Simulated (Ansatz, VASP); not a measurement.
# CuMo7S16: VASP beside Ansatz

```
Cu Mo S
1.0
     6.33800    0.00000    0.00000
    -3.16900    5.48887    0.00000
     0.00000    0.00000   12.32400
Cu Mo S
1 7 16
Direct
  0.12877 0.25218 0.27116
  0.18034 0.83402 0.24625
  0.67387 0.34213 0.24493
  0.65934 0.83386 0.24620
  0.33538 0.17167 0.75076
  0.33552 0.67176 0.75100
  0.83544 0.17160 0.75075
  0.83549 0.67181 0.75129
  0.16871 0.33828 0.62501
  0.16837 0.83772 0.62528
  0.66920 0.33918 0.62553
  0.66854 0.83770 0.62524
  0.33710 0.19142 0.13186
  0.36246 0.71935 0.10893
  0.85985 0.19125 0.13185
  0.84512 0.68439 0.12168
  0.16877 0.33840 0.87632
  0.16913 0.83896 0.87664
  0.66848 0.33775 0.87685
  0.66911 0.83897 0.87667
  0.36126 0.13917 0.38145
  0.31155 0.61739 0.35989
  0.78305 0.13887 0.38148
  0.83931 0.67291 0.37047
```

Alike in both runs: task single point; functional PBEsol; k mesh 3 × 3 × 2; occupations gaussian, width 0.05 eV; no spin polarisation.

|  | VASP | Ansatz |
| --- | --- | --- |
| version | VASP 6.6.1 | Ansatz 0.2.0 |
| potentials or method | VASP PAW PBE potentials, release 64 (Cu, Mo_sv, S), cutoff 520 eV | scalar-relativistic, plane waves, PAW |
| valence electrons in the cell | 205 | 213 |

|  | VASP | Ansatz | Ansatz less VASP |
| --- | --- | --- | --- |
| gap on the k mesh at the Fermi level (eV) | none | none | - |
| pressure (GPa) | -0.2 | -0.2 | 0.00 |
| traceless stress, the component that is largest in VASP (GPa) | -0.44 | -0.43 | +0.012 |
| rms of the force components (eV/Å) | 0.047 | 0.053 | +0.0059 |

VASP's potentials were made for PBE, not for PBEsol. Atom by atom the forces differ by 0.006 eV/Å (rms over components). A gap of «none» marks a metal or a gap that the smearing closes. VASP's potentials hold 205 valence electrons a cell and Ansatz's 213, so a difference there can come from the potentials and not from the codes.

The k mesh is coarse, so the values compare programs but aren't converged.
